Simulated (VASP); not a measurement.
Runs of VASP 6.6.1 on IrS. The structure is that of space group F-43m (No. 216), or close to it. The cells are those of the table. 

```csv
level,potentials or basis,cell,gap on the mesh (eV),pressure (GPa)
PBE,"VASP PAW PBE potentials, release 64 (Ir, S)","a = 3.753 Å, angles 60.0°, 2 atoms",none,-2.4
PBE,"VASP PAW PBE potentials, release 64 (Ir, S)","a = 3.704 Å, angles 60.0°, 2 atoms",none,3.8
PBE,"VASP PAW PBE potentials, release 64 (Ir, S)","a = 3.814 Å, angles 60.0°, 2 atoms",none,(a)
r2SCAN,"VASP PAW PBE potentials, release 64 (Ir, S)","a = 3.729 Å, angles 60.0°, 2 atoms",none,-2.4
PBE,"VASP PAW PBE potentials, release 64 (Ir, S)","a = 3.849 Å, angles 60.0°, 2 atoms",none,-11.2
PBE,"VASP PAW PBE potentials, release 64 (Ir, S)","a = 3.729 Å, angles 60.0°, 2 atoms",none,0.5
PBEsol,"VASP PAW PBE potentials, release 64 (Ir, S)","a = 3.729 Å, angles 60.0°, 2 atoms",none,-4.8
PBE,"VASP PAW PBE potentials, release 64 (Ir, S)","a = 3.659 Å, angles 60.0°, 2 atoms",none,(b)
PBE,"VASP PAW PBE potentials, release 64 (Ir, S)","a = 3.678 Å, angles 60.0°, 2 atoms",none,7.6
PBE,"VASP PAW PBE potentials, release 64 (Ir, S)","a = 3.778 Å, angles 60.0°, 2 atoms",none,-5.1
LDA,"VASP PAW LDA potentials, release 64 (Ir, S)","a = 3.729 Å, angles 60.0°, 2 atoms",none,-7.4
```

Alike in all rows: task single point; no spin polarisation; k mesh 10 × 10 × 10; cutoff (eV) 520; smearing gaussian 0.05 eV.

Q: Estimate the missing entries.

A: (a) -8.4; (b) 10.7.

Caveats: spin-orbit coupling is left out, which moves the levels of the heavy elements; the cell stands under tension (at least some runs); the cell stands under pressure (at least some runs); the PAW data sets were made with another functional, which shifts forces and pressure a little (at least some runs).

A k mesh can miss the band edges, and the runs leave out spin-orbit coupling on Ir.

A gap of «none» marks levels without a gap at the run's occupations.
